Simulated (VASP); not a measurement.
# Rh2I (P6/mmm) in VASP: further runs

The runs below take Rh2I through single point, relaxation of cell and atoms, with PBE.

Program: VASP 6.6.1. These are calculated values, not measurements. Logs are shortened: lines on timing, memory, paths and dates and some standing lists are left out, and cuts for length are marked.

## Step 1: The cell of the first run

The structure is hexagonal, space group P6/mmm (No. 191). The conventional cell has a = 4.467 Å, b = 4.467 Å, c = 3.183 Å, α = 90.00°, β = 90.00°, γ = 120.00°. Rh (site symmetry -6m2) has 5 Rh at 2.58 to 3.18 Å and 6 I at 3.03 Å within 3.4 Å. I (site symmetry 6/mmm) has 12 Rh at 3.03 Å and 2 I at 3.18 Å within 4.0 Å.

## Step 2: Single point, PBE

File INCAR:

```
PREC     = Accurate       # precision mode
ENCUT    = 520            # plane-wave cutoff, eV
EDIFF    = 1E-7           # SCF threshold, eV
ISMEAR   = 0              # smearing method
SIGMA    = 0.1            # smearing width, eV
LREAL    = False          # projectors in reciprocal space
LASPH    = True           # aspherical terms in the spheres
NELM     = 60             # most SCF steps
ALGO     = Normal         # electronic algorithm
ISIF     = 2              # what is computed and relaxed
LWAVE    = False          # write WAVECAR
LCHARG   = True           # write CHGCAR
GGA      = PE             # functional
LELF     = True           # ELF
LVHAR    = True         
NBANDS   = 26             # bands
```

File KPOINTS:

```
Automatic mesh
0
Gamma
  6 6 4
```

File POSCAR:

```
Rh2I
1.0
    4.4671402239      0.0000000000      0.0000000000
   -2.2335701120      3.8686569162      0.0000000000
    0.0000000000      0.0000000000      3.1831551159
Rh I
2 1
Direct
    0.3333333333      0.6666666667      0.5000000000
    0.6666666667      0.3333333333      0.5000000000
    0.0000000000      0.0000000000      0.0000000000
```

Potentials or basis: VASP PAW PBE potentials, release 64 (Rh_pv, I).

Command:

```
cat potpaw_PBE.64/Rh_pv/POTCAR potpaw_PBE.64/I/POTCAR > POTCAR
mpirun -np 1 vasp_std > vasp.out
```

OUTCAR:

```text
PREC = Accurate
   ENCUT = 520
   EDIFF = 1E-7
   ISMEAR = 0
   LREAL = False
   LASPH = True
   NELM = 60
   ISIF = 2
   GGA = PE

 ion  position               nearest neighbor table
   1  0.333  0.667  0.500-   2 2.58   2 2.58   2 2.58   3 3.03   3 3.03   3 3.03   3 3.03   3 3.03
                             3 3.03
   2  0.667  0.333  0.500-   1 2.58   1 2.58   1 2.58   3 3.03   3 3.03   3 3.03   3 3.03   3 3.03
                             3 3.03
   3  0.000  0.000  0.000-   1 3.03   2 3.03   1 3.03   2 3.03   2 3.03   2 3.03   1 3.03   1 3.03
                             2 3.03   2 3.03   1 3.03   1 3.03

  LATTYP: Found a hexagonal cell.
 ALAT       =     4.4671402239
 C/A-ratio  =     0.7125711208

  Lattice vectors:

 A1 = (   4.4671402239,   0.0000000000,   0.0000000000)
 A2 = (  -2.2335701120,   3.8686569162,   0.0000000000)
 A3 = (   0.0000000000,   0.0000000000,   3.1831551159)

Analysis of symmetry for initial positions (statically):
=====================================================================
 Subroutine PRICEL returns:
 Original cell was already a primitive cell.

 Routine SETGRP: Setting up the symmetry group for a
 hexagonal supercell.

 Subroutine GETGRP returns: Found 24 space group operations
 (whereof 24 operations were pure point group operations)
 out of a pool of 24 trial point group operations.

The static configuration has the point symmetry D_6h.

Analysis of symmetry for dynamics (positions and initial velocities):
=====================================================================
 Subroutine PRICEL returns:
 Original cell was already a primitive cell.

 Routine SETGRP: Setting up the symmetry group for a
 hexagonal supercell.

 Subroutine GETGRP returns: Found 24 space group operations
 (whereof 24 operations were pure point group operations)
 out of a pool of 24 trial point group operations.

The dynamic configuration has the point symmetry D_6h.

 Subroutine INISYM returns: Found 24 space group operations
 (whereof 24 operations are pure point group operations),
 and found     1 'primitive' translations

----------------------------------------------------------------------------------------

                                     Primitive cell

  volume of cell :      55.0108

  direct lattice vectors                    reciprocal lattice vectors
     4.467140224  0.000000000  0.000000000     0.223856864  0.129243820  0.000000000
    -2.233570112  3.868656916  0.000000000     0.000000000  0.258487641  0.000000000
     0.000000000  0.000000000  3.183155116     0.000000000  0.000000000  0.314153713

  length of vectors
     4.467140224  4.467140224  3.183155116     0.258487641  0.258487641  0.314153713

  position of ions in fractional coordinates (direct lattice)
     0.333333333  0.666666667  0.500000000
     0.666666667  0.333333333  0.500000000
     0.000000000  0.000000000  0.000000000

  ion indices of the primitive-cell ions
   primitive index   ion index
                 1           1
                 2           2
                 3           3

----------------------------------------------------------------------------------------

 KPOINTS: Automatic mesh

Automatic generation of k-mesh.
 Grid dimensions read from file:
 generate k-points for:    6    6    4

 Generating k-lattice:

  Cartesian coordinates                     Fractional coordinates (reciprocal lattice)
     0.037309477  0.021540637  0.000000000     0.166666667  0.000000000  0.000000000
     0.000000000  0.043081273  0.000000000     0.000000000  0.166666667  0.000000000
     0.000000000  0.000000000  0.078538428     0.000000000  0.000000000  0.250000000

  Length of vectors
     0.043081273  0.043081273  0.078538428

  Shift w.r.t. Gamma in fractional coordinates (k-lattice)
     0.000000000  0.000000000  0.000000000

 Subroutine IBZKPT returns following result:
 ===========================================

 Found     21 irreducible k-points:

 Following reciprocal coordinates:
            Coordinates               Weight
  0.000000  0.000000  0.000000      1.000000
  0.166667 -0.000000  0.000000      6.000000
  0.333333  0.000000  0.000000      6.000000
  0.500000  0.000000  0.000000      3.000000
  0.166667  0.166667  0.000000      6.000000
  0.333333  0.166667  0.000000     12.000000
[... 13 lines left out ...]
  0.333333  0.166667  0.500000     12.000000
  0.333333  0.333333  0.500000      2.000000
   k-points           NKPTS =     21   k-points in BZ     NKDIM =     21   number of bands    NBANDS=     26
   number of dos      NEDOS =    301   number of ions     NIONS =      3
   total plane-waves  NPLWV =  31104
   dimension x,y,z NGX =    36 NGY =   36 NGZ =   24
   dimension x,y,z NGXF=    72 NGYF=   72 NGZF=   48
   ions per type =               2   1
   NGX,Y,Z   is equivalent  to a cutoff of  13.40, 13.40, 12.53 a.u.
   NGXF,Y,Z  is equivalent  to a cutoff of  26.80, 26.80, 25.07 a.u.
 SYSTEM =  unknown system
   PREC   = accura    normal or accurate (medium, high low for compatibility)
   ISTART =      0    job   : 0-new  1-cont  2-samecut
   ICHARG =      2    charge: 1-file 2-atom 10-const
   ISPIN  =      1    spin polarized calculation?
   LNONCOLLINEAR =      F non collinear calculations
   LSORBIT =      F    spin-orbit coupling
   LASPH  =      T    aspherical Exc in radial PAW
   ENCUT  =  520.0 eV  38.22 Ry    6.18 a.u.   8.31  8.31  5.92*2*pi/ulx,y,z
   NELM   =     60;   NELMIN=  2; NELMDL= -5     # of ELM steps
   EDIFF  = 0.1E-06   stopping-criterion for ELM
   LREAL  =      F    real-space projection
   EDIFFG = 0.1E-05   stopping-criterion for IOM
   NSW    =      0    number of steps for IOM
   IBRION =     -1    ionic relax: 0-MD 1-quasi-New 2-CG
   NFREE  =      0    steps in history (QN), initial steepest desc. (CG)
   ISIF   =      2    stress and relaxation
   ISYM   =      2    0-nonsym 1-usesym 2-fastsym
   POTIM  = 0.5000    time-step for ionic-motion
   TEBEG  =    0.0;   TEEND  =   0.0 temperature during run
   PSTRESS=    0.0 pullay stress
   NELECT =      37.0000    total number of electrons
   NUPDOWN=      -1.0000    fix difference up-down
   EMIN   =  10.00;   EMAX   =-10.00  energy-range for DOS
   EFERMI =   0.00;   METHOD = LEGACY
   ISMEAR =     0;   SIGMA  =   0.10  broadening in eV -4-tet -1-fermi 0-gaus
   EFERMI_NEDOS =   21; number of points for ismear=-14 and -15
   IALGO  =     38    algorithm
   IMIX   =      4    mixing-type and parameters
     AMIX     =   0.40;   BMIX     =  1.00
     AMIX_MAG =   1.60;   BMIX_MAG =  1.00
  volume/ion in A,a.u.               =      18.34       123.74
  Fermi-wavevector in a.u.,A,eV,Ry     =   1.434365  2.710556 27.992648  2.057402
  Thomas-Fermi vector in A             =   2.553781
   LORBIT       =      0    0 simple, 1 ext, 2 COOP (PROOUT), +10 PAW based schemes
   GGA     = PE    functional components
   LHFCALC =     F    Hartree Fock is set to
   AEXX    =    0.0000 exact exchange contribution
   IVDW    =     0    specifies the selected vdW correction
   LEPSILON=     F    determine dielectric tensor
   LRPA    =     F    only Hartree local field effects (RPA)
 non-spin polarized calculation
 Gauss-broadening in eV      SIGMA  =   0.10
  energy-cutoff  :      520.00
  volume of cell :       55.01
 maximum number of plane-waves:      1502
 NGX is ok and might be reduce to    36
   NGX = 17   NGY = 17   NGZ = 11

 number of electron      36.9999989 magnetization

 Free energy of the ion-electron system (eV)
  ---------------------------------------------------
  ext. energy  EPLUGINS =         0.00000000
  ---------------------------------------------------
  free energy    TOTEN  =       -13.72294758 eV

  energy without entropy =      -13.70178040  energy(sigma->0) =      -13.71236399

 E-fermi :  10.5222     XC(G=0): -12.2061

 val. band max:       10.5193947141   @ k =   0.3333   0.0000   0.2500
 cond. band min:      10.5602886161   @ k =   0.3333   0.3333   0.5000
 fundamental gap:      0.0408939020
 Fermi energy:        10.5221916320

 k-point     1 :       0.0000    0.0000    0.0000
  band No.  band energies     occupation
      1     -35.8057      2.00000
      2     -35.8057      2.00000
      3     -35.4106      2.00000
      4     -35.4106      2.00000
      5     -35.2623      2.00000
      6     -35.1719      2.00000
[... 18 lines left out ...]
     25      18.3155      0.00000
     26      23.0560      0.00000

 k-point     2 :       0.1667   -0.0000    0.0000
  band No.  band energies     occupation
      1     -35.8141      2.00000
      2     -35.7865      2.00000
      3     -35.4307      2.00000
      4     -35.4020      2.00000
      5     -35.2570      2.00000
      6     -35.1773      2.00000
[... 18 lines left out ...]
     25      19.4111      0.00000
     26      21.2015      0.00000

 k-point     3 :       0.3333    0.0000    0.0000
  band No.  band energies     occupation
      1     -35.8298      2.00000
      2     -35.7397      2.00000
      3     -35.4792      2.00000
      4     -35.3856      2.00000
      5     -35.2432      2.00000
      6     -35.1911      2.00000
[... 18 lines left out ...]
     25      20.2015      0.00000
     26      21.7305      0.00000

 k-point     4 :       0.5000    0.0000    0.0000
  band No.  band energies     occupation
      1     -35.8373      2.00000
      2     -35.7081      2.00000
      3     -35.5117      2.00000
      4     -35.3778      2.00000
      5     -35.2321      2.00000
      6     -35.2021      2.00000
[... 18 lines left out ...]
     25      19.6220      0.00000
     26      20.0807      0.00000
[... 409 lines left out ...]
      1     -35.8220      2.00000
      2     -35.7418      2.00000
      3     -35.4651      2.00000
      4     -35.3823      2.00000
      5     -35.3130      2.00000
      6     -35.2469      2.00000
[... 18 lines left out ...]
     25      16.7117      0.00000
     26      20.8490      0.00000

 k-point    20 :       0.3333    0.1667    0.5000
  band No.  band energies     occupation
      1     -35.8369      2.00000
      2     -35.6840      2.00000
      3     -35.5238      2.00000
      4     -35.3671      2.00000
      5     -35.2964      2.00000
      6     -35.2634      2.00000
[... 18 lines left out ...]
     25      17.6031      0.00000
     26      22.2242      0.00000

 k-point    21 :       0.3333    0.3333    0.5000
  band No.  band energies     occupation
      1     -35.8463      2.00000
      2     -35.6040      2.00000
      3     -35.6040      2.00000
      4     -35.3578      2.00000
      5     -35.2799      2.00000
      6     -35.2799      2.00000
[... 18 lines left out ...]
     25      19.2878      0.00000
     26      22.4259      0.00000

------------------------ aborting loop because EDIFF is reached ----------------------------------------

  FORCE on cell =-STRESS in cart. coord.  units (eV):
  Direction    XX          YY          ZZ          XY          YZ          ZX
  --------------------------------------------------------------------------------------
  -------------------------------------------------------------------------------------
  Total        0.0294314      0.0294314     -0.0453095     -0.0000000      0.0000000      0.0000000
  in kB        0.8571828      0.8571828     -1.3196315     -0.0000000      0.0000000      0.0000000
  external PRESSURE =       0.1315781 kB  Pullay stress =       0.0000000 kB

 VOLUME and BASIS-vectors are now :
 -----------------------------------------------------------------------------
  energy-cutoff  :      520.00
  volume of cell :       55.01
      direct lattice vectors                 reciprocal lattice vectors
     4.467140224  0.000000000  0.000000000     0.223856864  0.129243820  0.000000000
    -2.233570112  3.868656916  0.000000000     0.000000000  0.258487641  0.000000000
     0.000000000  0.000000000  3.183155116     0.000000000  0.000000000  0.314153713

 POSITION                                       TOTAL-FORCE (eV/Angst)
 -----------------------------------------------------------------------------------
     -0.00000      2.57910      1.59158        -0.000000      0.000000     -0.000000
      2.23357      1.28955      1.59158         0.000000     -0.000000      0.000000
      0.00000      0.00000      0.00000        -0.000000      0.000000      0.000000
 -----------------------------------------------------------------------------------
    total drift:                                0.000000     -0.000000     -0.000000

  FREE ENERGIE OF THE ION-ELECTRON SYSTEM (eV)
  ---------------------------------------------------
  free  energy   TOTEN  =       -13.7229475752 eV

  energy  without entropy=      -13.7017804040  energy(sigma->0) =      -13.71236399
```

It took 33 s on 1 thread of Intel Xeon Platinum 8488C (Sapphire Rapids), shared host; peak memory 0.19 GiB.

What came out:

* Free energy: -13.7229 eV
* Pressure: 0.0 GPa
* Band gap on the k mesh: zero (an odd number of electrons rules out a gap without spin polarisation)

Stress tensor (GPa, compression positive):
```
 0.09  0.00  0.00
 0.00  0.09  0.00
 0.00  0.00 -0.13
```

Caveat: the k points lie up to 0.49 Å⁻¹ apart, too coarse for converged energies and pressures of a metal; spin-orbit coupling is left out, which moves the levels of the heavy elements; an odd number of electrons without spin polarisation forces a metal; a magnetic or distorted state may lie lower.

## Step 3: Relaxation of cell and atoms, PBE

This run uses another cell than the first one, of 21.31 Å³/atom.

File INCAR:

```
SYSTEM = Rh2I
ALGO     = Normal         ! electronic algorithm
EDIFF    = 1E-7           ! SCF threshold, eV
EDIFFG   = -0.04          ! ionic threshold
ENCUT    = 600            ! plane-wave cutoff, eV
GGA      = PE             ! functional
IBRION   = 2              ! ionic algorithm
ISIF     = 3              ! what is computed and relaxed
ISMEAR   = 0              ! smearing method
LASPH    = .TRUE.         ! aspherical terms in the spheres
LCHARG   = .FALSE.        ! write CHGCAR
LREAL    = .FALSE.        ! projectors in reciprocal space
LWAVE    = .FALSE.        ! write WAVECAR
NELM     = 80             ! most SCF steps
NSW      = 90             ! ionic steps
PREC     = Accurate       ! precision mode
SIGMA    = 0.1            ! smearing width, eV
```

File KPOINTS:

```
k-points
0
G
  6 6 4
  0 0 0
```

File POSCAR:

```
Rh2I
1.0
    4.0887331110      0.0000000000      0.0000000000
   -2.0443665555      3.5409467434      0.0000000000
    0.0000000000      0.0000000000      4.4147450534
Rh I
2 1
Direct
    0.3333333333      0.6666666667      0.5000000000
    0.6666666667      0.3333333333      0.5000000000
    0.0000000000      0.0000000000      0.0000000000
```

Potentials or basis: VASP PAW PBE potentials, release 64 (Rh_pv, I).

Command:

```
cat potpaw_PBE.64/Rh_pv/POTCAR potpaw_PBE.64/I/POTCAR > POTCAR
mpirun -np 1 vasp_std > vasp.out
```

Wall time 11 min (1 thread of Intel Xeon Platinum 8488C (Sapphire Rapids), shared host); peak memory 0.24 GiB.

Results (log left out):

- Free energy: -13.7223 eV
- Relaxed volume: 18.33 Å³/atom
- Relaxed cell: a = 4.469 Å, b = 4.469 Å, c = 3.179 Å, α = 90.00°, β = 90.00°, γ = 120.00°
- Space group after relaxing (to 0.1 Å): P6/mmm (No. 191)
- Energy gained by relaxing: 123.8 meV/atom
- Ionic steps: 19
- Pressure after relaxing: 0.0 GPa
- Band gap on the k mesh: zero (an odd number of electrons rules out a gap without spin polarisation)

The path:
```tsv
step	energy change (eV)	largest force (eV/Å)	pressure (GPa)	volume (Å³)
1	0.0000	0.0000	4.05	63.92
2	-0.0460	0.0000	-5.91	68.92
3	-0.0913	0.0000	-2.31	66.76
4	-0.1433	0.0000	-1.51	64.92
5	-0.1912	0.0000	-0.04	62.08
6	-0.2408	0.0000	4.68	56.22
7	1.1535	0.0000	48.85	43.81
8	-0.2421	0.0000	4.98	55.97
9	-0.2671	0.0000	4.31	55.81
10	-0.3301	0.0000	2.69	55.26
11	-0.3423	0.0000	1.42	53.79
12	-0.3635	0.0000	1.64	54.69
13	-0.3659	0.0000	1.29	54.18
14	-0.3691	0.0000	1.37	54.40
15	-0.3690	0.0000	1.35	54.36
16	-0.3707	0.0000	0.75	54.71
17	-0.3709	0.0000	0.46	54.89
18	-0.3713	0.0000	0.26	54.93
19	-0.3715	0.0000	-0.01	54.99
```

Final structure:
```xyz
3
Lattice="4.4692 0.0000 0.0000 -2.2346 3.8704 0.0000 0.0000 0.0000 3.1793" Properties=species:S:1:pos:R:3 pbc="T T T"
Rh    0.0000    2.5803    1.5897
Rh    2.2346    1.2901    1.5897
I     0.0000    0.0000    0.0000
```

Levels at points of the mesh, in eV from the Fermi level:
| k point | band 14 | band 15 | band 16 | band 17 | band 18 | band 19 | band 20 | band 21 | band 22 |
| --- | --- | --- | --- | --- | --- | --- | --- | --- | --- |
| (0.00, 0.00, 0.00) | -2.03 | -1.96 | -1.90 | -1.04 | -0.56 | -0.56 | 0.57 | 0.57 | 3.26 |
| (0.50, 0.00, 0.00) | -2.65 | -2.31 | -0.88 | -0.67 | -0.37 | -0.20 | 0.98 | 1.45 | 5.53 |
| (0.00, 0.00, 0.50) | -2.85 | -2.31 | -2.31 | -1.26 | 0.50 | 0.97 | 0.97 | 1.93 | 3.59 |
| (0.50, 0.00, 0.50) | -2.29 | -0.91 | -0.51 | -0.44 | 0.27 | 0.30 | 0.30 | 1.62 | 2.73 |

Caveat: a cell axis changed by over 15 % at a fixed basis, so the end point is rough; spin-orbit coupling is left out, which moves the levels of the heavy elements; an odd number of electrons without spin polarisation forces a metal; a magnetic or distorted state may lie lower.
